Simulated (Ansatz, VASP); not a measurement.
SnO in VASP and in Ansatz

Contents of INCAR:

```
SYSTEM = SnO
PREC = Accurate ; ENCUT = 600
EDIFF = 1E-6 ; ISMEAR = 0
SIGMA = 0.15 ; LREAL = .False.
LASPH = .True. ; NELM = 120
ALGO = Normal ; ISIF = 2
LWAVE = .False. ; LCHARG = .False.
GGA = PS ; IVDW = 12
NBANDS = 28 ; GGA_COMPAT = .False.
```

KPOINTS

```
Automatic mesh
0
Gamma
  12 12 10
  0 0 0
```

File POSCAR:

```
SnO
1.0
    3.7703910616      0.0000000000      0.0000000000
    0.0000000000      3.7703910616      0.0000000000
    0.0000000000      0.0000000000      4.5633702865
Sn O
2 2
Direct
    0.0000000000      0.5000000000      0.2532585894
    0.5000000000      0.0000000000      0.7467414106
   -0.0738540501     -0.0738540501      0.0000000000
    0.5000000000      0.5000000000      0.0000000000
```

Input for Ansatz:

```yaml
crystal:
  lattice:
    - [3.7703910616, 0.0, 0.0]
    - [0.0, 3.7703910616, 0.0]
    - [0.0, 0.0, 4.5633702865]
  atoms:
    - { symbol: Sn, position: [0.0, 0.5, 0.2532585894] }
    - { symbol: Sn, position: [0.5, 0.0, 0.7467414106] }
    - { symbol: O, position: [-0.0738540501, -0.0738540501, 0.0] }
    - { symbol: O, position: [0.5, 0.5, 0.0] }
basis:
  ecutwfc: 420
kpoints:
  mp_grid: { grid: [12, 12, 10] }
hamiltonian:
  xc: pbesol
  dispersion: d3bj
scf:
  occupations: { method: gaussian, width: 0.15 }
output:
  forces: true
  stress: true
  eigenvalues: true
```

Alike in both runs: task single point; functional PBEsol; dispersion D3(BJ); k mesh 12 × 12 × 10; occupations gaussian, width 0.15 eV; no spin polarisation.

|  | VASP | Ansatz |
| --- | --- | --- |
| version | VASP 6.6.1 | Ansatz 0.2.0 |
| potentials or method | VASP PAW PBE potentials, release 64 (Sn_d, O), cutoff 600 eV | scalar-relativistic, plane waves, PAW |
| valence electrons in the cell | 40 | 40 |

Ansatz gave:

* gap on the k mesh at the Fermi level (eV): none
* pressure (GPa): 5.4
* traceless stress, the component that is largest in VASP (GPa): -4.02
* rms of the force components (eV/Å): 1.415

Task: Which values does VASP return?

Result: gap on the k mesh at the Fermi level (eV): none; pressure (GPa): 5.6; traceless stress, the component that is largest in VASP (GPa): -4.13; rms of the force components (eV/Å): 1.432.

VASP's potentials were made for PBE, not for PBEsol. Atom by atom the forces differ by 0.037 eV/Å (rms over components). A gap of «none» marks a metal or a gap that the smearing closes.
